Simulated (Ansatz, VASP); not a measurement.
## One calculation of Mo, two programs

The input INCAR:

```
PREC = Accurate
ENCUT = 520
EDIFF = 1E-6
ISMEAR = -1
SIGMA = 0.1
LREAL = False
LASPH = True
NELM = 100
ALGO = Normal
ISIF = 2
LWAVE = False
LCHARG = True
LDIPOL = True
IDIPOL = 3
DIPOL = 0.5 0.5 0.500
GGA = PE
LELF = True
LVHAR = True
LVACPOTAV = True
NBANDS = 36
```

KPOINTS

```
Automatic mesh
0
Gamma
  13 13 1
```

Contents of POSCAR:

```
Mo
1.0
    2.7373676609      0.0000000000      0.0000000000
   -0.9124558870      2.5808149808      0.0000000000
    0.0000000000      0.0000000000     17.5385000000
Mo
4
Direct
    0.2500000000      0.2500000000      0.3135947054
    0.7500000000      0.7500000000      0.4357340419
    0.2500000000      0.2500000000      0.5642659581
    0.7500000000      0.7500000000      0.6864052946
```

Input for Ansatz:

```yaml
crystal:
  lattice:
    - [2.7373676609, 0.0, 0.0]
    - [-0.912455887, 2.5808149808, 0.0]
    - [0.0, 0.0, 17.5385]
  atoms:
    - { symbol: Mo, position: [0.25, 0.25, 0.3135947054] }
    - { symbol: Mo, position: [0.75, 0.75, 0.4357340419] }
    - { symbol: Mo, position: [0.25, 0.25, 0.5642659581] }
    - { symbol: Mo, position: [0.75, 0.75, 0.6864052946] }
kpoints:
  mp_grid: { grid: [13, 13, 1] }
scf:
  occupations: { method: fermi_dirac, width: 0.1 }
hamiltonian:
  xc: pbe
  pseudopotentials: { kind: paw }
output:
  forces: true
  stress: true
  eigenvalues: true
efield:
  axis: 3
  amplitude: 0
  dipole_correction: true
```

Alike in both runs: task single point; functional PBE; k mesh 13 × 13 × 1; occupations fermi-dirac, width 0.1 eV; no spin polarisation.

|  | VASP | Ansatz |
| --- | --- | --- |
| version | VASP 6.6.1 | Ansatz 0.2.0 |
| potentials or method | VASP PAW PBE potentials, release 64 (Mo_sv) | PAW with Ansatz's default frozen-core files, scalar-relativistic |
| plane-wave cutoff (eV) | 520 | 420 |
| valence electrons in the cell | 56 | 56 |

```tsv
	VASP	Ansatz	Ansatz less VASP
rms of the force components (eV/Å)	0.011	0.001	-0.0101
```

Atom by atom the forces differ by 0.011 eV/Å (rms over components). Ansatz's warnings: vacuum density over bound.
